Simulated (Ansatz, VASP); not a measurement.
B2Ru3: VASP beside Ansatz

```xyz
10
Lattice="2.8449 0.0000 0.0000 -1.4224 2.4637 0.0000 0.0000 0.0000 15.6233" Properties=species:S:1:pos:R:3 pbc="T T T"
B     0.0000    1.6425    2.4492
B     1.4224    0.8212   10.2608
B     0.0000    1.6425    5.3624
B     1.4224    0.8212   13.1741
Ru    0.0000    1.6425   14.5522
Ru    1.4224    0.8212    6.7405
Ru    0.0000    1.6425    8.8827
Ru    1.4224    0.8212    1.0711
Ru    0.0000    1.6425   11.7175
Ru    1.4224    0.8212    3.9058
```

Alike in both runs: functional PBE; k mesh 12 × 12 × 2; occupations gaussian, width 0.1 eV; no spin polarisation.

Ansatz relaxed the structure, and its values are those at the end. VASP's run is a single point on that final structure, the one shown.

```csv
,VASP,Ansatz
version,VASP 6.6.1,Ansatz 0.2.0
potentials or method,"VASP PAW PBE potentials, release 64 (B, Ru_pv), cutoff 520 eV","scalar-relativistic, plane waves, PAW"
valence electrons in the cell,96,108
```

Ansatz gave:

```
gap on the k mesh at the Fermi level (eV) : none
pressure (GPa)                            : 0.0
rms of the force components (eV/Å)        : 0.000
```

Question: Which values does VASP return?

Answer: gap on the k mesh at the Fermi level (eV): none; pressure (GPa): 0.0; rms of the force components (eV/Å): 0.007.

A gap of «none» marks a metal or a gap that the smearing closes. VASP's potentials hold 96 valence electrons a cell and Ansatz's 108, so a difference there can come from the potentials and not from the codes.
